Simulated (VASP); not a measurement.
# TaAs: single point with PBE

The system is TaAs.

```
Ta As
1.0
    -1.72181    1.72181    5.86794
     1.72181   -1.72181    5.86794
     1.72181    1.72181   -5.86794
Ta As
2 2
Direct
  0.47878 0.99446 0.47340
  0.72884 0.74467 0.97368
  0.06120 0.57693 0.47342
  0.31135 0.32714 0.97366
```

| Property | Result |
| --- | --- |
| Program | VASP 6.6.1 |
| Task | single point |
| Functional | PBE |
| Potentials or basis | VASP PAW PBE potentials, release 64 (Ta_pv, As) |
| Cutoff | 500 eV |
| k mesh | 8 × 8 × 8 |
| Occupations | fermi-dirac, width 0.1 eV |
| Spin | no spin polarisation |
| Dipole correction | no |
| Further INCAR settings | ALGO = Normal; EDIFF = 1e-06; NBANDS = 24 |

```
Pressure               : 2.7 GPa
Largest force          : 0.006 eV/Å
Band gap on the k mesh : zero (bands 16 and 17 overlap by 0.05 eV)
```

Forces on the atoms (eV/Å):
```
Ta   0.006  0.000  0.001
Ta  -0.003 -0.001  0.000
As   0.000  0.002  0.005
As  -0.003 -0.001 -0.006
```

Stress tensor (GPa, compression positive):
```
 3.00  0.00  0.02
 0.00  2.99 -0.01
 0.02 -0.01  1.98
```

Levels at points of the mesh, in eV from the Fermi level:
| k point | band 14 | band 15 | band 16 | band 17 | band 18 | band 19 |
| --- | --- | --- | --- | --- | --- | --- |
| (0.00, 0.00, 0.00) | -1.94 | -1.61 | -1.61 | 0.93 | 1.59 | 2.35 |
| (0.50, 0.00, 0.00) | -2.31 | -1.56 | -0.26 | 0.15 | 1.40 | 2.27 |
| (0.00, 0.50, 0.00) | -2.30 | -1.56 | -0.26 | 0.15 | 1.39 | 2.27 |
| (0.00, 0.50, 0.50) | -2.31 | -1.56 | -0.26 | 0.15 | 1.40 | 2.27 |
| (0.50, 0.00, 0.50) | -2.31 | -1.56 | -0.26 | 0.15 | 1.40 | 2.27 |
| (0.50, 0.50, 0.00) | -3.19 | -1.11 | -1.11 | 2.83 | 2.83 | 3.09 |
| (0.00, 0.00, 0.50) | -3.19 | -1.11 | -1.11 | 2.83 | 2.83 | 3.09 |
| (0.50, 0.50, 0.50) | -2.78 | -0.90 | -0.90 | 1.24 | 1.25 | 2.31 |

It took 9.5 min on 1 thread of Intel(R) Xeon(R) 6975P-C (Granite Rapids), with other jobs on the host, peak memory 0.59 GiB.

Caveat: spin-orbit coupling is left out, which moves the levels of the heavy elements.
